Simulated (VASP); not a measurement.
# SrO in VASP: further runs, part 2 of 2

VASP 6.6.1.

### 4 Relaxation of shape and atoms at fixed volume, PBEsol (16.12 Å³/atom)

This run uses another cell than the first one, of 16.12 Å³/atom.

File INCAR:

```
PREC = Accurate
ENCUT = 600
EDIFF = 1E-7
ISMEAR = 0
SIGMA = 0.05
LREAL = F
LASPH = T
NELM = 100
ALGO = Normal
ISIF = 4
LWAVE = F
LCHARG = F
GGA = PS
IBRION = 2
NSW = 60
EDIFFG = -0.01
```

File KPOINTS:

```
Automatic mesh
0
Gamma
  8 8 10
```

File POSCAR:

```
SrO
1.0
    4.3621267029      0.0000000000      0.0000000000
    0.0000000000      4.3621267029      0.0000000000
    0.0000000000      0.0000000000      3.3884812904
Sr O
2 2
Direct
    0.5000000000      0.0000000000      0.2992406765
    0.0000000000      0.5000000000      0.7007593235
    0.0000000000      0.0000000000      0.0000000000
    0.5000000000      0.5000000000      0.0000000000
```

Potentials or basis: VASP PAW PBE potentials, release 64 (Sr_sv, O).

Started as:

```bash
$ cat potpaw_PBE.64/Sr_sv/POTCAR potpaw_PBE.64/O/POTCAR > POTCAR
$ mpirun -np 1 vasp_std > vasp.out
```

OUTCAR:

```text
PREC = Accurate
   ENCUT = 600
   EDIFF = 1E-7
   ISMEAR = 0
   LREAL = F
   LASPH = T
   NELM = 100
   ISIF = 4
   GGA = PS
   IBRION = 2
   NSW = 60
   EDIFFG = -0.01

 ion  position               nearest neighbor table
   1  0.500  0.000  0.299-   3 2.41   4 2.41   4 2.41   3 2.41   4 3.22   3 3.22   3 3.22   4 3.22
                             2 3.37   2 3.37   2 3.37   2 3.37   2 3.69   2 3.69   2 3.69   2 3.69
   2  0.000  0.500  0.701-   3 2.41   4 2.41   3 2.41   4 2.41   3 3.22   3 3.22   4 3.22   4 3.22
                             1 3.37   1 3.37   1 3.37   1 3.37   1 3.69   1 3.69   1 3.69   1 3.69
   3  0.000  0.000  0.000-   1 2.41   2 2.41   2 2.41   1 2.41   2 3.22   2 3.22   1 3.22   1 3.22

   4  0.500  0.500  0.000-   1 2.41   2 2.41   1 2.41   2 2.41   2 3.22   1 3.22   2 3.22   1 3.22

  LATTYP: Found a simple tetragonal cell.
 ALAT       =     4.3621267029
 C/A-ratio  =     0.7767957057

  Lattice vectors:

 A1 = (   4.3621267029,   0.0000000000,   0.0000000000)
 A2 = (   0.0000000000,   4.3621267029,   0.0000000000)
 A3 = (   0.0000000000,   0.0000000000,   3.3884812904)

Analysis of symmetry for initial positions (statically):
=====================================================================
 Subroutine PRICEL returns:
 Original cell was already a primitive cell.

 Routine SETGRP: Setting up the symmetry group for a
 simple tetragonal supercell.

 Subroutine GETGRP returns: Found 16 space group operations
 (whereof  8 operations were pure point group operations)
 out of a pool of 16 trial point group operations.

The static configuration has the point symmetry D_2d.
 The point group associated with its full space group is D_4h.

Analysis of symmetry for dynamics (positions and initial velocities):
=====================================================================
 Subroutine PRICEL returns:
 Original cell was already a primitive cell.

 Routine SETGRP: Setting up the symmetry group for a
 simple tetragonal supercell.

 Subroutine GETGRP returns: Found 16 space group operations
 (whereof  8 operations were pure point group operations)
[... 138 lines left out ...]
 conjugate gradient relaxation of ions
 non-spin polarized calculation
 Gauss-broadening in eV      SIGMA  =   0.05
  energy-cutoff  :      600.00
  volume of cell :       64.48
 maximum number of plane-waves:      2190
 NGX is ok and might be reduce to    36
   NGX = 17   NGY = 17   NGZ = 13

--------------------------------------- Ionic step        1  -------------------------------------------

 number of electron      31.9999988 magnetization

 Free energy of the ion-electron system (eV)
  ---------------------------------------------------
  ext. energy  EPLUGINS =         0.00000000
  ---------------------------------------------------
  free energy    TOTEN  =       -24.18612181 eV

  energy without entropy =      -24.18612181  energy(sigma->0) =      -24.18612181

------------------------ aborting loop because EDIFF is reached ----------------------------------------

  FORCE on cell =-STRESS in cart. coord.  units (eV):
  Direction    XX          YY          ZZ          XY          YZ          ZX
  --------------------------------------------------------------------------------------
  -------------------------------------------------------------------------------------
  Total        1.2091741      1.2091741      0.7719222      0.0000000      0.0000000      0.0000000
  in kB       30.0467682     30.0467682     19.1814954      0.0000000      0.0000000      0.0000000
  external PRESSURE =      26.4250106 kB  Pullay stress =       0.0000000 kB
[... 139 lines left out ...]
--------------------------------------- Ionic step        5  -------------------------------------------

 number of electron      31.9999989 magnetization

 Free energy of the ion-electron system (eV)
  ---------------------------------------------------
  ext. energy  EPLUGINS =         0.00000000
  ---------------------------------------------------
  free energy    TOTEN  =       -24.19703588 eV

  energy without entropy =      -24.19703588  energy(sigma->0) =      -24.19703588

 E-fermi :   2.4663     XC(G=0): -10.5768

 val. band max:        2.2177485703   @ k =   0.1250   0.1250   0.0000
 cond. band min:       5.5627310381   @ k =   0.0000   0.0000   0.0000
 fundamental gap:      3.3449824677
 Fermi energy:         2.4663214852

 k-point     1 :       0.0000    0.0000    0.0000
  band No.  band energies     occupation
      1     -30.6812      2.00000
      2     -30.3975      2.00000
      3     -13.7920      2.00000
      4     -13.1966      2.00000
      5     -13.1966      2.00000
      6     -13.0148      2.00000
[... 541 lines left out ...]
     19       8.0971      0.00000
     20       8.0971      0.00000

 [... further k-points ...]

------------------------ aborting loop because EDIFF is reached ----------------------------------------

  FORCE on cell =-STRESS in cart. coord.  units (eV):
  Direction    XX          YY          ZZ          XY          YZ          ZX
  --------------------------------------------------------------------------------------
  -------------------------------------------------------------------------------------
  Total        0.3719284      0.3719284      0.3680684      0.0000000     -0.0000000      0.0000000
  in kB        9.2420498      9.2420498      9.1461331      0.0000000     -0.0000000      0.0000000
  external PRESSURE =       9.2100776 kB  Pullay stress =       0.0000000 kB
[... 19 lines left out ...]
  FREE ENERGIE OF THE ION-ELECTRON SYSTEM (eV)
  ---------------------------------------------------
  free  energy   TOTEN  =       -24.1970358820 eV

  energy  without entropy=      -24.1970358820  energy(sigma->0) =      -24.19703588

 reached required accuracy - stopping structural energy minimisation
```

CONTCAR:

```text
SrO
   1.00000000000000
     4.3807191476496703    0.0000000000000000    0.0000000000000000
     0.0000000000000000    4.3807191476496703    0.0000000000000000
     0.0000000000000000   -0.0000000000000000    3.3597798567310782
  Sr              O
     2     2
Direct
     0.5000000000000000    0.0000000000000000    0.3116496149117822
     1.0000000000000000    0.5000000000000000    0.6883503850882179
     0.0000000000000000    0.0000000000000000    0.0000000000000000
     0.5000000000000000    0.5000000000000000    0.0000000000000000

  0.00000000E+00  0.00000000E+00  0.00000000E+00
  0.00000000E+00  0.00000000E+00  0.00000000E+00
  0.00000000E+00  0.00000000E+00  0.00000000E+00
  0.00000000E+00  0.00000000E+00  0.00000000E+00
```

It took 6.1 min on 1 thread of Oxide Virtual Turin-like, shared host; peak memory 0.24 GiB.

Results:

```
Free energy               : -24.1970 eV
Energy gained by relaxing : 2.7 meV/atom
Ionic steps               : 5
Pressure after relaxing   : 0.9 GPa
Band gap on the k mesh    : 3.35 eV (least direct gap 3.40 eV)
```

The path:
```csv
step,energy change (eV),largest force (eV/Å),pressure (GPa),volume (Å³)
1,0.0000,0.2219,2.64,64.48
2,-0.0053,0.1674,2.13,64.48
3,-0.0099,0.0408,0.91,64.48
4,-0.0100,0.0556,1.06,64.48
5,-0.0109,0.0009,0.92,64.48
```

Final structure:
```xyz
4
Lattice="4.3807 0.0000 0.0000 0.0000 4.3807 0.0000 0.0000 0.0000 3.3598" Properties=species:S:1:pos:R:3 pbc="T T T"
Sr    2.1904    0.0000    1.0471
Sr    4.3807    2.1904    2.3127
O     0.0000    0.0000    0.0000
O     2.1904    2.1904    0.0000
```

Levels at points of the mesh, in eV from the valence-band top:
```csv
k point,band 13,band 14,band 15,band 16,band 17,band 18,band 19,band 20
"(0.00, 0.00, 0.00)",-1.08,-0.45,-0.05,-0.05,3.35,4.13,4.64,5.59
"(0.50, 0.00, 0.00)",-0.78,-0.78,-0.56,-0.56,4.41,4.41,5.82,5.82
"(0.50, 0.50, 0.00)",-0.75,-0.75,-0.30,-0.30,4.55,4.55,6.18,6.18
"(0.00, 0.00, 0.50)",-1.96,-1.96,-0.57,-0.57,5.95,7.12,7.12,7.92
"(0.50, 0.00, 0.50)",-1.58,-1.58,-0.93,-0.93,5.87,5.87,6.15,6.15
"(0.50, 0.50, 0.50)",-1.13,-1.13,-0.45,-0.45,5.25,5.25,5.93,5.93
```

Caveat: the PAW data sets were made with another functional, which shifts forces and pressure a little. A k mesh can miss the band edges.

### 5 Relaxation of shape and atoms at fixed volume, PBEsol (16.78 Å³/atom)

This run uses another cell than the first one, of 16.78 Å³/atom.

File INCAR:

```
SYSTEM = SrO
  PREC = Accurate
  ENCUT = 600
  EDIFF = 1E-7
  ISMEAR = 0
  SIGMA = 0.05
  LREAL = .FALSE.
  LASPH = .TRUE.
  NELM = 100
  ALGO = Normal
  ISIF = 4
  LWAVE = .FALSE.
  LCHARG = .FALSE.
  GGA = PS
  IBRION = 2
  NSW = 60
  EDIFFG = -0.01
```

File KPOINTS:

```
regular mesh
0
G
  8 8 10
  0 0 0
```

File POSCAR:

```
SrO
1.0
    4.4206857268      0.0000000000      0.0000000000
    0.0000000000      4.4206857268      0.0000000000
    0.0000000000      0.0000000000      3.4339696887
Sr O
2 2
Direct
    0.5000000000      0.0000000000      0.2992406765
    0.0000000000      0.5000000000      0.7007593235
    0.0000000000      0.0000000000      0.0000000000
    0.5000000000      0.5000000000      0.0000000000
```

Started as:

```bash
$ cat potpaw_PBE.64/Sr_sv/POTCAR potpaw_PBE.64/O/POTCAR > POTCAR
$ mpirun -np 1 vasp_std > vasp.out
```

Wall time 5.4 min (1 thread of Oxide Virtual Turin-like, shared host); peak memory 0.25 GiB.

It converged, with:

| Item | Value |
| --- | --- |
| Free energy | -24.2027 eV |
| Energy gained by relaxing | 0.2 meV/atom |
| Ionic steps | 4 |
| Pressure after relaxing | -0.5 GPa |
| Band gap on the k mesh | 2.99 eV (least direct gap 3.04 eV) |

Step by step:
| step | energy change (eV) | largest force (eV/Å) | pressure (GPa) | volume (Å³) |
| --- | --- | --- | --- | --- |
| 1 | 0.0000 | 0.0586 | -0.97 | 67.11 |
| 2 | -0.0003 | 0.0464 | -0.85 | 67.11 |
| 3 | -0.0008 | 0.0127 | -0.53 | 67.11 |
| 4 | -0.0008 | 0.0009 | -0.50 | 67.11 |

Final structure:
```
Sr O
1.0
     4.41518    0.00000    0.00000
     0.00000    4.41518    0.00000
     0.00000    0.00000    3.44254
Sr O
2 2
Direct
  0.50000 0.00000 0.29572
  0.00000 0.50000 0.70428
  0.00000 0.00000 0.00000
  0.50000 0.50000 0.00000
```

Levels at points of the mesh, in eV from the valence-band top:
```
           k point  band 13  band 14  band 15  band 16  band 17  band 18  band 19  band 20
(0.00, 0.00, 0.00)    -1.06    -0.49    -0.06    -0.06     2.99     4.31     4.62     5.84
(0.50, 0.00, 0.00)    -0.77    -0.77    -0.57    -0.57     4.21     4.21     5.71     5.71
(0.50, 0.50, 0.00)    -0.74    -0.74    -0.27    -0.27     4.39     4.39     5.75     5.75
(0.00, 0.00, 0.50)    -1.77    -1.77    -0.52    -0.52     6.21     6.79     6.79     7.58
(0.50, 0.00, 0.50)    -1.46    -1.46    -0.94    -0.94     5.75     5.75     6.05     6.05
(0.50, 0.50, 0.50)    -1.11    -1.11    -0.49    -0.49     5.24     5.24     5.69     5.69
```

Caveat: the PAW data sets were made with another functional, which shifts forces and pressure a little. A k mesh can miss the band edges.

### 6 Relaxation of shape and atoms at fixed volume, PBEsol (17.11 Å³/atom)

This run uses another cell than the first one, of 17.11 Å³/atom.

File INCAR:

```
SYSTEM = SrO
ALGO = Normal
EDIFF = 1E-6
EDIFFG = -0.01
ENCUT = 600
GGA = PS
IBRION = 2
ISIF = 4
ISMEAR = 0
LASPH = .TRUE.
LCHARG = .FALSE.
LREAL = .FALSE.
LWAVE = .FALSE.
NELM = 100
NSW = 60
PREC = Accurate
SIGMA = 0.05
```

File KPOINTS:

```
k-points
0
G
  8 8 10
  0 0 0
```

File POSCAR:

```
SrO
1.0
    4.4378477749      0.0000000000      0.0000000000
    0.0000000000      4.4378477749      0.0000000000
    0.0000000000      0.0000000000      3.4742743122
Sr O
2 2
Direct
    0.5000000000      0.0000000000      0.2916734349
    0.0000000000      0.5000000000      0.7083265651
    0.0000000000      0.0000000000      0.0000000000
    0.5000000000      0.5000000000      0.0000000000
```

Potentials or basis: VASP PAW PBE potentials, release 64 (Sr_sv, O).

Started as:

```bash
$ cat potpaw_PBE.64/Sr_sv/POTCAR potpaw_PBE.64/O/POTCAR > POTCAR
$ mpirun -np 1 vasp_std > vasp.out
```

Wall time 7.4 min (1 thread of Oxide Virtual Turin-like, shared host); peak memory 0.25 GiB.

The run converged. Its results:

| Quantity | Value |
| --- | --- |
| Free energy | -24.1977 eV |
| Energy gained by relaxing | 0.3 meV/atom |
| Ionic steps | 5 |
| Pressure after relaxing | -1.0 GPa |
| Largest force after relaxing | 0.004 eV/Å |
| Band gap on the k mesh | 2.82 eV (least direct gap 2.88 eV) |

Forces in eV/Å, atoms in the order of the input:
```
Sr   0.000  0.000 -0.004
Sr   0.000  0.000  0.004
O    0.000  0.000  0.000
O    0.000  0.000  0.000
```

Step by step:
```tsv
step	energy change (eV)	largest force (eV/Å)	pressure (GPa)	volume (Å³)
1	0.0000	0.0608	-1.54	68.42
2	-0.0005	0.0497	-1.41	68.42
3	-0.0009	0.0195	-1.08	68.42
4	-0.0009	0.0221	-1.11	68.42
5	-0.0010	0.0045	-1.05	68.42
```

Final structure:
```
CELL_PARAMETERS angstrom
4.43065 0.00000 0.00000
0.00000 4.43065 0.00000
0.00000 0.00000 3.48557
ATOMIC_POSITIONS crystal
Sr 0.50000 0.00000 0.28824
Sr 0.00000 0.50000 0.71176
O 0.00000 0.00000 0.00000
O 0.50000 0.50000 0.00000
```

Levels at points of the mesh, in eV from the valence-band top:
| k point | band 12 | band 13 | band 14 | band 15 | band 16 | band 17 | band 18 | band 19 | band 20 |
| --- | --- | --- | --- | --- | --- | --- | --- | --- | --- |
| (0.00, 0.00, 0.00) | -1.05 | -1.05 | -0.51 | -0.06 | -0.06 | 2.82 | 4.40 | 4.61 | 5.87 |
| (0.50, 0.00, 0.00) | -1.52 | -0.76 | -0.76 | -0.57 | -0.57 | 4.10 | 4.10 | 5.68 | 5.68 |
| (0.50, 0.50, 0.00) | -2.48 | -0.73 | -0.73 | -0.26 | -0.26 | 4.31 | 4.31 | 5.57 | 5.57 |
| (0.00, 0.00, 0.50) | -2.03 | -1.69 | -1.69 | -0.49 | -0.49 | 6.33 | 6.64 | 6.64 | 7.40 |
| (0.50, 0.00, 0.50) | -1.67 | -1.40 | -1.40 | -0.95 | -0.95 | 5.69 | 5.69 | 6.01 | 6.01 |
| (0.50, 0.50, 0.50) | -1.45 | -1.10 | -1.10 | -0.51 | -0.51 | 5.22 | 5.22 | 5.59 | 5.59 |

Caveat: the PAW data sets were made with another functional, which shifts forces and pressure a little. A k mesh can miss the band edges.

### 7 Summary

| task | cell | cutoff (eV) | gap on the mesh (eV) | pressure (GPa) |
| --- | --- | --- | --- | --- |
| single point | a = 4.392, b = 4.392, c = 3.411 Å, 4 atoms, atomic positions A | 520 | 3.13 | 1.0 |
| relaxation of shape and atoms at fixed volume | relaxed from a = 4.344, b = 4.344, c = 3.348 Å, 4 atoms, atomic positions B | 600 | 3.54 | 1.8 |
| relaxation of shape and atoms at fixed volume | relaxed from a = 4.362, b = 4.362, c = 3.388 Å, 4 atoms, atomic positions C | 600 | 3.35 | 0.9 |
| relaxation of shape and atoms at fixed volume | relaxed from a = 4.421, b = 4.421, c = 3.434 Å, 4 atoms, atomic positions C | 600 | 2.99 | -0.5 |
| relaxation of shape and atoms at fixed volume | relaxed from a = 4.438, b = 4.438, c = 3.474 Å, 4 atoms, atomic positions D | 600 | 2.82 | -1.0 |

Alike in all rows: level PBEsol; potentials or basis VASP PAW PBE potentials, release 64 (Sr_sv, O); no spin polarisation; k mesh 8 × 8 × 10; smearing gaussian 0.05 eV.

Caveats: the PAW data sets were made with another functional, which shifts forces and pressure a little.

Total energies depend on the potentials used, so only differences within one code and one set of settings carry meaning.
